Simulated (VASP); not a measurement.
Wanted: the native input for a VASP 6.6.1 run.

```yaml
Task: single point
Functional: PBE
Dispersion: D3(BJ)
Potentials_or_basis: VASP PAW PBE potentials, release 64 (Ga_d, Sb)
Cutoff: 520 eV
k_mesh: 10 × 10 × 10
Occupations: gaussian, width 0.15 eV
Spin: no spin polarisation
Dipole_correction: no
Further_INCAR_settings: ALGO = Normal; EDIFF = 1e-06; NBANDS = 22
```

The structure of GaSb3 lies in POSCAR:

```
GaSb3
1.0
    0.0000000000      3.6966479281      3.6481278280
    3.6966479281      0.0000000000      3.6481278280
    3.6966479281      3.6966479281      0.0000000000
Ga Sb
1 3
Direct
    0.0000000000      0.0000000000      0.0000000000
    0.2500000000      0.2500000000      0.2500000000
    0.7500000000      0.7500000000      0.7500000000
    0.5000000000      0.5000000000      0.5000000000
```

These files were run (other wordings do the same):

INCAR

```
SYSTEM = GaSb3
  PREC = Accurate
  ENCUT = 520
  EDIFF = 1E-6
  ISMEAR = 0
  SIGMA = 0.15
  LREAL = .FALSE.
  LASPH = .TRUE.
  NELM = 80
  ALGO = Normal
  ISIF = 2
  LWAVE = .FALSE.
  LCHARG = .FALSE.
  GGA = PE
  IVDW = 12
  NBANDS = 22
```

KPOINTS

```
regular mesh
0
G
  10 10 10
  0 0 0
```

Potentials or basis: VASP PAW PBE potentials, release 64 (Ga_d, Sb).

Run with:

```sh
$ cat potpaw_PBE.64/Ga_d/POTCAR potpaw_PBE.64/Sb/POTCAR > POTCAR
$ mpirun -np 1 vasp_std > vasp.out
```

Results of the run:

| Quantity | Value |
| --- | --- |
| Pressure | -1.6 GPa |
| Band gap on the k mesh | zero (bands 14 and 15 overlap by 3.98 eV) |
| Dispersion energy per atom | -0.467 eV |

Caveat: spin-orbit coupling is left out, which moves the levels of the heavy elements.

Wall time 90 s on 1 thread of Intel(R) Xeon(R) 6975P-C (Granite Rapids) (shared host), peak memory 0.39 GiB.
